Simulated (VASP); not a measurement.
Set up this calculation in VASP 6.6.1, as the native input.

```yaml
Task: single point
Functional: PBE
Potentials_or_basis: VASP PAW PBE potentials, release 64 (Mg, S)
Cutoff: 520 eV
k_mesh: 4 × 4 × 4
Occupations: gaussian, width 0.01 eV
Spin: no spin polarisation
Dipole_correction: no
Further_INCAR_settings: ALGO = Normal; EDIFF = 1e-06; NBANDS = 11
```

The structure of MgS lies in POSCAR:

```
MgS
1.0
   -0.0645077188      2.8229866592      2.8229866592
    2.8229866592     -0.0645077188      2.8229866592
    2.8229866592      2.8229866592     -0.0645077188
Mg S
1 1
Direct
   -0.0020299867     -0.0020299867     -0.0020299867
    0.2520299867      0.2520299867      0.2520299867
```

This cell differs from its parent crystal: epitaxial 111 strain +2.0%.

These files were run (other wordings do the same):

INCAR

```
ALGO = Normal ; EDIFF = 1E-6
ENCUT = 520 ; GGA = PE
ISIF = 2 ; ISMEAR = 0
LASPH = T ; LCHARG = T
LELF = T ; LREAL = F
LVHAR = T ; LWAVE = F
NBANDS = 11 ; NELM = 100
PREC = Accurate ; SIGMA = 0.01
```

KPOINTS

```
k-points
0
Gamma
  4 4 4
```

Potentials or basis: VASP PAW PBE potentials, release 64 (Mg, S).

Command:

```console
$ cat potpaw_PBE.64/Mg/POTCAR potpaw_PBE.64/S/POTCAR > POTCAR
$ mpirun -np 1 vasp_std > vasp.out
```

It gave:

The pressure is -0.5 GPa. The largest force is 0.011 eV/Å and the band gap on the k mesh is 3.19 eV, direct.

Caveat: the k points lie up to 0.47 Å⁻¹ apart; the cell differs from its parent crystal (epitaxial 111 strain +2.0%).

Run time: 5 s on 1 thread of Intel(R) Xeon(R) Platinum 8481C CPU @ 2.70GHz (Sapphire Rapids), with other jobs on the host, peak memory 0.16 GiB.
